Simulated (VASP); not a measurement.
Write the native input for VASP 6.6.1 that does the following.

| Property | Result |
| --- | --- |
| Task | single point |
| Functional | PBE |
| Potentials or basis | VASP PAW PBE potentials, release 64 (Cd, I) |
| Cutoff | 520 eV |
| k mesh | 12 × 12 × 4 |
| Occupations | gaussian, width 0.1 eV |
| Spin | no spin polarisation |
| Dipole correction | no |
| Further INCAR settings | ALGO = Fast; EDIFF = 1e-06; NBANDS = 33 |

The structure of Cd3I2 lies in POSCAR:

```
Cd3I2
1.0
    4.4297989909      0.0000000000      0.0000000000
   -2.2148994954      3.8363184598      0.0000000000
    0.0000000000      0.0000000000     10.1286850875
Cd I
3 2
Direct
    0.0000000000      0.0000000000      0.0000000000
    0.3333333333      0.6666666667      0.5720449134
    0.6666666667      0.3333333333      0.4279550866
    0.3333333333      0.6666666667      0.1781533942
    0.6666666667      0.3333333333      0.8218466058
```

The input as run:

INCAR

```
ALGO     = Fast           # electronic algorithm
EDIFF    = 1E-6           # SCF threshold, eV
ENCUT    = 520            # plane-wave cutoff, eV
GGA      = PE             # functional
ISIF     = 2              # what is computed and relaxed
ISMEAR   = 0              # smearing method
LASPH    = T              # aspherical terms in the spheres
LCHARG   = F              # write CHGCAR
LREAL    = F              # projectors in reciprocal space
LWAVE    = F              # write WAVECAR
NBANDS   = 33             # bands
NELM     = 60             # most SCF steps
PREC     = Accurate       # precision mode
SIGMA    = 0.1            # smearing width, eV
```

KPOINTS

```
k-points
0
Gamma
  12 12 4
```

Potentials or basis: VASP PAW PBE potentials, release 64 (Cd, I).

Run with:

```bash
$ cat potpaw_PBE.64/Cd/POTCAR potpaw_PBE.64/I/POTCAR > POTCAR
$ mpirun -np 1 vasp_std > vasp.out
```

Results of the run:

The pressure is 0.1 GPa. The largest force is 0.012 eV/Å and the band gap on the k mesh is zero (bands 25 and 26 overlap by 1.23 eV).

Caveat: spin-orbit coupling is left out, which moves the levels of the heavy elements.

It took 6.3 min on 1 thread of AMD EPYC 9755 128-Core Processor, with other jobs on the host, peak memory 0.49 GiB.
